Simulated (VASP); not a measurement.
# CuO2 (Pmmm) in VASP: further runs

CuO2 is run at these levels: PBE; tasks: single point.

All numbers are computed with VASP 6.6.1; they aren't measurements. Logs are shortened: lines on timing, memory, paths and dates and some standing lists are left out, and cuts for length are marked.

**1. The cell of the first run**

Symmetry: Pmmm, No. 47, orthorhombic system. The conventional cell has a = 2.421 Å, b = 6.446 Å, c = 7.067 Å, α = 90.00°, β = 90.00°, γ = 90.00°. Cu (site symmetry mmm) has 2 Cu at 2.42 Å and 2 O at 2.91 Å within 3.2 Å. Within 1.7 Å of O (site symmetry mm2) lie 1 O at 1.24 Å.

**2. Single point, PBE**

INCAR

```
  PREC = Accurate
  ENCUT = 700
  EDIFF = 1E-6
  ISMEAR = -1
  SIGMA = 0.05
  LREAL = False
  LASPH = True
  NELM = 120
  ALGO = Normal
  ISIF = 2
  LWAVE = False
  LCHARG = False
  GGA = PE
  NBANDS = 22
  GGA_COMPAT = False
```

KPOINTS

```
Automatic mesh
0
Gamma
  9 4 4
```

POSCAR

```
CuO2
1.0
    2.4212910000      0.0000000000      0.0000000000
    0.0000000000      6.4459520000      0.0000000000
    0.0000000000      0.0000000000      7.0670430000
Cu O
1 2
Direct
    0.0000000000      0.5000000000      0.0000000000
    0.0000000000      0.5000000000      0.4124350000
    0.0000000000      0.5000000000      0.5875650000
```

Potentials or basis: VASP PAW PBE potentials, release 64 (Cu_sv_GW, O).

Started as:

```bash
> cat potpaw_PBE.64/Cu_sv_GW/POTCAR potpaw_PBE.64/O/POTCAR > POTCAR
> mpirun -np 1 vasp_std > vasp.out
```

OUTCAR:

```text
PREC = Accurate
   ENCUT = 700
   EDIFF = 1E-6
   ISMEAR = -1
   LREAL = False
   LASPH = True
   NELM = 120
   ISIF = 2
   GGA = PE

 ion  position               nearest neighbor table
   1  0.000  0.500  0.000-
   2  0.000  0.500  0.412-   3 1.24
   3  0.000  0.500  0.588-   2 1.24

  LATTYP: Found a simple orthorhombic cell.
 ALAT       =     2.4212910000
 B/A-ratio  =     2.6621963242
 C/A-ratio  =     2.9187086558

  Lattice vectors:

 A1 = (   2.4212910000,   0.0000000000,   0.0000000000)
 A2 = (   0.0000000000,   6.4459520000,   0.0000000000)
 A3 = (   0.0000000000,   0.0000000000,   7.0670430000)

Analysis of symmetry for initial positions (statically):
=====================================================================
 Subroutine PRICEL returns:
 Original cell was already a primitive cell.

 Routine SETGRP: Setting up the symmetry group for a
 simple orthorhombic supercell.

 Subroutine GETGRP returns: Found  8 space group operations
 (whereof  8 operations were pure point group operations)
 out of a pool of  8 trial point group operations.

The static configuration has the point symmetry D_2h.

Analysis of symmetry for dynamics (positions and initial velocities):
=====================================================================
 Subroutine PRICEL returns:
 Original cell was already a primitive cell.

 Routine SETGRP: Setting up the symmetry group for a
 simple orthorhombic supercell.

 Subroutine GETGRP returns: Found  8 space group operations
 (whereof  8 operations were pure point group operations)
 out of a pool of  8 trial point group operations.

The dynamic configuration has the point symmetry D_2h.

 Subroutine INISYM returns: Found  8 space group operations
 (whereof  8 operations are pure point group operations),
 and found     1 'primitive' translations

----------------------------------------------------------------------------------------

                                     Primitive cell

  volume of cell :     110.2991

  direct lattice vectors                    reciprocal lattice vectors
     2.421291000  0.000000000  0.000000000     0.413002815  0.000000000  0.000000000
     0.000000000  6.445952000  0.000000000     0.000000000  0.155136123  0.000000000
     0.000000000  0.000000000  7.067043000     0.000000000  0.000000000  0.141501898

  length of vectors
     2.421291000  6.445952000  7.067043000     0.413002815  0.155136123  0.141501898

  position of ions in fractional coordinates (direct lattice)
     0.000000000  0.500000000  0.000000000
     0.000000000  0.500000000  0.412435000
     0.000000000  0.500000000  0.587565000

  ion indices of the primitive-cell ions
   primitive index   ion index
                 1           1
                 2           2
                 3           3

----------------------------------------------------------------------------------------

 KPOINTS: Automatic mesh

Automatic generation of k-mesh.
 Grid dimensions read from file:
 generate k-points for:    9    4    4

 Generating k-lattice:

  Cartesian coordinates                     Fractional coordinates (reciprocal lattice)
     0.045889202  0.000000000  0.000000000     0.111111111  0.000000000  0.000000000
     0.000000000  0.038784031  0.000000000     0.000000000  0.250000000  0.000000000
     0.000000000  0.000000000  0.035375475     0.000000000  0.000000000  0.250000000

  Length of vectors
     0.045889202  0.038784031  0.035375475

  Shift w.r.t. Gamma in fractional coordinates (k-lattice)
     0.000000000  0.000000000  0.000000000

 Subroutine IBZKPT returns following result:
 ===========================================

 Found     45 irreducible k-points:

 Following reciprocal coordinates:
            Coordinates               Weight
  0.000000  0.000000  0.000000      1.000000
  0.111111  0.000000  0.000000      2.000000
  0.222222  0.000000  0.000000      2.000000
  0.333333  0.000000  0.000000      2.000000
  0.444444  0.000000  0.000000      2.000000
  0.000000  0.250000  0.000000      2.000000
[... 16 lines left out ...]
  0.222222  0.250000  0.250000      8.000000
  0.333333  0.250000  0.250000      8.000000
 [... further k-points ...]
   k-points           NKPTS =     45   k-points in BZ     NKDIM =     45   number of bands    NBANDS=     22
   number of dos      NEDOS =    301   number of ions     NIONS =      3
   total plane-waves  NPLWV =  86016
   dimension x,y,z NGX =    24 NGY =   56 NGZ =   64
   dimension x,y,z NGXF=    48 NGYF=  112 NGZF=  128
   ions per type =               1   2
   NGX,Y,Z   is equivalent  to a cutoff of  16.48, 14.44, 15.06 a.u.
   NGXF,Y,Z  is equivalent  to a cutoff of  32.96, 28.89, 30.11 a.u.
 SYSTEM =  unknown system
   PREC   = accura    normal or accurate (medium, high low for compatibility)
   ISTART =      0    job   : 0-new  1-cont  2-samecut
   ICHARG =      2    charge: 1-file 2-atom 10-const
   ISPIN  =      1    spin polarized calculation?
   LNONCOLLINEAR =      F non collinear calculations
   LSORBIT =      F    spin-orbit coupling
   LASPH  =      T    aspherical Exc in radial PAW
   ENCUT  =  700.0 eV  51.45 Ry    7.17 a.u.   5.22 13.91 15.25*2*pi/ulx,y,z
   NELM   =    120;   NELMIN=  2; NELMDL= -5     # of ELM steps
   EDIFF  = 0.1E-05   stopping-criterion for ELM
   LREAL  =      F    real-space projection
   EDIFFG = 0.1E-04   stopping-criterion for IOM
   NSW    =      0    number of steps for IOM
   IBRION =     -1    ionic relax: 0-MD 1-quasi-New 2-CG
   NFREE  =      0    steps in history (QN), initial steepest desc. (CG)
   ISIF   =      2    stress and relaxation
   ISYM   =      2    0-nonsym 1-usesym 2-fastsym
   POTIM  = 0.5000    time-step for ionic-motion
   TEBEG  =    0.0;   TEEND  =   0.0 temperature during run
   PSTRESS=    0.0 pullay stress
   NELECT =      31.0000    total number of electrons
   NUPDOWN=      -1.0000    fix difference up-down
   EMIN   =  10.00;   EMAX   =-10.00  energy-range for DOS
   EFERMI =   0.00;   METHOD = LEGACY
   ISMEAR =    -1;   SIGMA  =   0.05  broadening in eV -4-tet -1-fermi 0-gaus
   EFERMI_NEDOS =   21; number of points for ismear=-14 and -15
   IALGO  =     38    algorithm
   IMIX   =      4    mixing-type and parameters
     AMIX     =   0.40;   BMIX     =  1.00
     AMIX_MAG =   1.60;   BMIX_MAG =  1.00
  volume/ion in A,a.u.               =      36.77       248.11
  Fermi-wavevector in a.u.,A,eV,Ry     =   1.072354  2.026455 15.645923  1.149943
  Thomas-Fermi vector in A             =   2.208121
   LORBIT       =      0    0 simple, 1 ext, 2 COOP (PROOUT), +10 PAW based schemes
   GGA     = PE    functional components
   LHFCALC =     F    Hartree Fock is set to
   AEXX    =    0.0000 exact exchange contribution
   IVDW    =     0    specifies the selected vdW correction
   LEPSILON=     F    determine dielectric tensor
   LRPA    =     F    only Hartree local field effects (RPA)
 non-spin polarized calculation
  energy-cutoff  :      700.00
  volume of cell :      110.30
 maximum number of plane-waves:      4668
 NGX is ok and might be reduce to    24
   NGX = 11   NGY = 27   NGZ = 31

 number of electron      31.0000012 magnetization

 Free energy of the ion-electron system (eV)
  ---------------------------------------------------
  ext. energy  EPLUGINS =         0.00000000
  ---------------------------------------------------
  free energy    TOTEN  =       -11.26014908 eV

  energy without entropy =      -11.22639036  energy(sigma->0) =      -11.24326972

 E-fermi :  -2.9475     XC(G=0):  -5.1790

 val. band max:       -3.0362856532   @ k =   0.2222   0.0000   0.0000
 cond. band min:      -2.9230888698   @ k =   0.2222   0.0000   0.0000
 fundamental gap:      0.1131967835
 Fermi energy:        -2.9475255837

 k-point     1 :       0.0000    0.0000    0.0000
  band No.  band energies     occupation
      1    -113.4509      2.00000
      2     -70.9521      2.00000
      3     -70.8128      2.00000
      4     -70.7982      2.00000
      5     -29.2898      2.00000
      6     -17.4925      2.00000
[... 14 lines left out ...]
     21       4.7029      0.00000
     22       5.5107      0.00000

 k-point     2 :       0.1111    0.0000    0.0000
  band No.  band energies     occupation
      1    -113.4497      2.00000
      2     -70.9647      2.00000
      3     -70.8116      2.00000
      4     -70.7971      2.00000
      5     -29.2171      2.00000
      6     -17.3925      2.00000
[... 14 lines left out ...]
     21       5.0132      0.00000
     22       5.7941      0.00000

 k-point     3 :       0.2222    0.0000    0.0000
  band No.  band energies     occupation
      1    -113.4467      2.00000
      2     -70.9962      2.00000
      3     -70.8089      2.00000
      4     -70.7942      2.00000
      5     -29.0273      2.00000
      6     -17.1261      2.00000
[... 14 lines left out ...]
     21       5.9288      0.00000
     22       6.5458      0.00000

 k-point     4 :       0.3333    0.0000    0.0000
  band No.  band energies     occupation
      1    -113.4433      2.00000
      2     -71.0324      2.00000
      3     -70.8057      2.00000
      4     -70.7910      2.00000
      5     -28.8000      2.00000
      6     -16.7963      2.00000
[... 14 lines left out ...]
     21       7.2340      0.00000
     22       7.3867      0.00000

 k-point     5 :       0.4444    0.0000    0.0000
  band No.  band energies     occupation
      1    -113.4412      2.00000
      2     -71.0561      2.00000
      3     -70.8037      2.00000
      4     -70.7890      2.00000
      5     -28.6444      2.00000
      6     -16.5623      2.00000
[... 417 lines left out ...]
 k-point    22 :       0.1111    0.2500    0.2500
  band No.  band energies     occupation
      1    -113.4498      2.00000
      2     -70.9647      2.00000
      3     -70.8117      2.00000
      4     -70.7971      2.00000
      5     -29.2171      2.00000
      6     -17.3943      2.00000
[... 14 lines left out ...]
     21       4.5759      0.00000
     22       5.6170      0.00000

 k-point    23 :       0.2222    0.2500    0.2500
  band No.  band energies     occupation
      1    -113.4467      2.00000
      2     -70.9962      2.00000
      3     -70.8089      2.00000
      4     -70.7943      2.00000
      5     -29.0273      2.00000
      6     -17.1277      2.00000
[... 14 lines left out ...]
     21       5.4566      0.00000
     22       6.3848      0.00000

 k-point    24 :       0.3333    0.2500    0.2500
  band No.  band energies     occupation
      1    -113.4433      2.00000
      2     -71.0324      2.00000
      3     -70.8056      2.00000
      4     -70.7910      2.00000
      5     -28.8000      2.00000
      6     -16.7976      2.00000
[... 14 lines left out ...]
     21       6.8222      0.00000
     22       7.0221      0.00000

 [... further k-points ...]

------------------------ aborting loop because EDIFF is reached ----------------------------------------

  FORCE on cell =-STRESS in cart. coord.  units (eV):
  Direction    XX          YY          ZZ          XY          YZ          ZX
  --------------------------------------------------------------------------------------
  -------------------------------------------------------------------------------------
  Total       -2.1637069     -0.3652231      0.0548672     -0.0000000      0.0000000      0.0000000
  in kB      -31.4294826     -5.3051424      0.7969881     -0.0000000      0.0000000      0.0000000
  external PRESSURE =     -11.9792123 kB  Pullay stress =       0.0000000 kB

 VOLUME and BASIS-vectors are now :
 -----------------------------------------------------------------------------
  energy-cutoff  :      700.00
  volume of cell :      110.30
      direct lattice vectors                 reciprocal lattice vectors
     2.421291000  0.000000000  0.000000000     0.413002815  0.000000000  0.000000000
     0.000000000  6.445952000  0.000000000     0.000000000  0.155136123  0.000000000
     0.000000000  0.000000000  7.067043000     0.000000000  0.000000000  0.141501898

 POSITION                                       TOTAL-FORCE (eV/Angst)
 -----------------------------------------------------------------------------------
      0.00000      3.22298      0.00000         0.000000      0.000000      0.000000
      0.00000      3.22298      2.91470         0.000000     -0.000000     -0.370429
      0.00000      3.22298      4.15235         0.000000      0.000000      0.370429
 -----------------------------------------------------------------------------------
    total drift:                                0.000000      0.000000      0.000000

  FREE ENERGIE OF THE ION-ELECTRON SYSTEM (eV)
  ---------------------------------------------------
  free  energy   TOTEN  =       -11.2601490843 eV

  energy  without entropy=      -11.2263903577  energy(sigma->0) =      -11.24326972
```

Wall time 3.9 min (1 thread of Intel Xeon Platinum 8488C (Sapphire Rapids), shared host); peak memory 0.41 GiB.

Results:

| Quantity | Value |
| --- | --- |
| Free energy | -11.2601 eV |
| Pressure | -1.2 GPa |
| Largest force | 0.370 eV/Å |
| Band gap on the k mesh | zero (an odd number of electrons rules out a gap without spin polarisation) |

Forces in eV/Å, atoms in the order of the input:
```
Cu   0.000  0.000  0.000
O    0.000  0.000 -0.370
O    0.000  0.000  0.370
```

Stress tensor (GPa, compression positive):
```
-3.14  0.00  0.00
 0.00 -0.53  0.00
 0.00  0.00  0.08
```

Caveat: the standard files for N, O and F lose accuracy on very short bonds; an odd number of electrons without spin polarisation forces a metal; a magnetic or distorted state may lie lower; semilocal functionals often make such compounds metallic where correlation or magnetic order opens a gap, which also shifts bond lengths.

[end of part 1 of 2]
